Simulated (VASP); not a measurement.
Wanted: the native input for a VASP 6.6.1 run.

```yaml
Task: relaxation of cell and atoms
Functional: PBE
Potentials_or_basis: VASP PAW PBE potentials, release 64 (Ca_sv, Si, Se)
Cutoff: 600 eV
k_mesh: 6 × 6 × 4
Occupations: gaussian, width 0.1 eV
Spin: no spin polarisation
Dipole_correction: no
Further_INCAR_settings: ALGO = Normal; EDIFF = 1e-07; IBRION = 2; EDIFFG = -0.04; NSW = 90; ISIF = 3
```

The structure of Ca3SiSe lies in POSCAR:

```
Ca3SiSe
1.0
    4.7132107400      0.0000000000      0.0000000000
   -2.3566053700      4.0817602400      0.0000000000
    0.0000000000      0.0000000000      7.4374623500
Ca Si Se
3 1 1
Direct
    0.0000000000      0.0000000000      0.0044930000
    0.3333333300      0.6666666700      0.3649359900
    0.6666666700      0.3333333300      0.6258559800
    0.3333333300      0.6666666700      0.7796450300
    0.6666666700      0.3333333300      0.2250700000
```

These files were run (other wordings do the same):

INCAR

```
SYSTEM = Ca3SiSe
ALGO = Normal
EDIFF = 1E-7
EDIFFG = -0.04
ENCUT = 600
GGA = PE
IBRION = 2
ISIF = 3
ISMEAR = 0
LASPH = .TRUE.
LCHARG = .FALSE.
LREAL = .FALSE.
LWAVE = .FALSE.
NELM = 100
NSW = 90
PREC = Accurate
SIGMA = 0.1
```

KPOINTS

```
k-points
0
G
  6 6 4
  0 0 0
```

Potentials or basis: VASP PAW PBE potentials, release 64 (Ca_sv, Si, Se).

Command:

```bash
$ cat potpaw_PBE.64/Ca_sv/POTCAR potpaw_PBE.64/Si/POTCAR potpaw_PBE.64/Se/POTCAR > POTCAR
$ mpirun -np 1 vasp_std > vasp.out
```

Results of the run:

* Relaxed volume: 28.63 Å³/atom
* Relaxed cell: a = 5.038 Å, b = 5.038 Å, c = 6.513 Å, α = 90.00°, β = 90.00°, γ = 120.00°
* Space group after relaxing (to 0.05 Å): P3m1 (No. 156)
* Energy gained by relaxing: 112.1 meV/atom
* Ionic steps: 21
* Pressure after relaxing: 0.0 GPa
* Largest force after relaxing: 0.038 eV/Å
* Band gap on the k mesh: 0.63 eV, indirect (least direct gap 0.67 eV)

It took 12 min on 1 thread of Intel(R) Xeon(R) 6975P-C (Granite Rapids), with other jobs on the host, peak memory 0.38 GiB.
